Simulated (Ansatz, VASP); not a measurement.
One calculation of InO, two programs

```
In O
1.0
     3.28093    0.00000    0.00000
    -1.64047    2.84137    0.00000
     0.00000    0.00000   15.08324
In O
2 2
Cartesian
  1.6405 0.9471 8.8994
  1.6405 0.9471 6.1838
  0.0000 0.0000 9.6513
  0.0000 0.0000 5.4320
```

Change from the starting cell: strain -0.050 along x and y, -0.050 along z, atoms carried along.

Alike in both runs: task single point; functional PBE; k mesh 12 × 12 × 2; occupations gaussian, width 0.03 eV; no spin polarisation.

```csv
,VASP,Ansatz
version,VASP 6.6.1,Ansatz 0.2.0
potentials or method,"VASP PAW PBE potentials, release 64 (In_d, O), cutoff 520 eV","scalar-relativistic, plane waves, PAW"
valence electrons in the cell,38,38
```

```csv
,VASP,Ansatz,Ansatz less VASP
gap on the k mesh at the Fermi level (eV),0.54,0.55,+0.007
least direct gap on the mesh (eV),1.63,1.64,+0.010
rms of the force components (eV/Å),0.712,0.688,-0.0246
```

Atom by atom the forces differ by 0.026 eV/Å (rms over components). Ansatz's warnings: xc potential rough in thin density.
